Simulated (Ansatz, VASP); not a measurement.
This is a calculation of C for VASP 6.6.1.

File INCAR:

```
ALGO = Normal
EDIFF = 1E-6
ENCUT = 600
GGA = PE
GGA_COMPAT = False
ISIF = 2
ISMEAR = -1
LASPH = True
LCHARG = False
LREAL = False
LWAVE = False
NBANDS = 8
NELM = 120
PREC = Accurate
SIGMA = 0.03
```

The input KPOINTS:

```
k-points
0
Gamma
  4 4 12
```

Contents of POSCAR:

```
C
1.0
    4.2551700000      0.0000000000      0.0000000000
    0.0000000000      4.2551700000      0.0000000000
    0.0000000000      0.0000000000      1.2822900000
C
1
Direct
    0.5000000000      0.5000000000      0.5000000000
```

Potentials or basis: VASP PAW PBE potentials, release 64 (C).

Launch:

```console
$ cat potpaw_PBE.64/C/POTCAR > POTCAR
$ mpirun -np 1 vasp_std > vasp.out
```

Q: Set up the same calculation for Ansatz 0.2.0. Potentials there: all-electron LAPW, scalar-relativistic.

A: As run (the cutoff follows the program's own potentials):

input.yaml

```yaml
crystal:
  lattice:
    - [4.25517, 0.0, 0.0]
    - [0.0, 4.25517, 0.0]
    - [0.0, 0.0, 1.28229]
  atoms:
    - { symbol: C, position: [0.5, 0.5, 0.5] }
kpoints:
  mp_grid: { grid: [4, 4, 12] }
scf:
  occupations: { method: fermi_dirac, width: 0.03 }
hamiltonian:
  xc: pbe
  pseudopotentials: { kind: all_electron, lapw: { basis_error: 0.002 } }
output:
  forces: true
  stress: true
  eigenvalues: true
```

Potentials or basis: all-electron LAPW, scalar-relativistic.

The run is started by

```sh
$ ansatz run input.yaml --threads 1 --pin off --max-ram 3072MiB --backend cpu --events-out ev --progress --plain --runs-dir out
```

Both were run:

|  | VASP | Ansatz | Ansatz less VASP |
| --- | --- | --- | --- |
| gap on the k mesh at the Fermi level (eV) | none | none | - |
| pressure (GPa) | 0.5 | 0.6 | +0.09 |
| traceless stress, the component that is largest in VASP (GPa) | 2.58 | 2.56 | -0.024 |

A gap of «none» marks a metal or a gap that the smearing closes. Ansatz ran all-electron here, and VASP with PAW potentials.

The k mesh is coarse, so the values compare programs but aren't converged. Noted on Ansatz's run: the k mesh is thin for a metal, which can move the energy by tens of meV per atom.
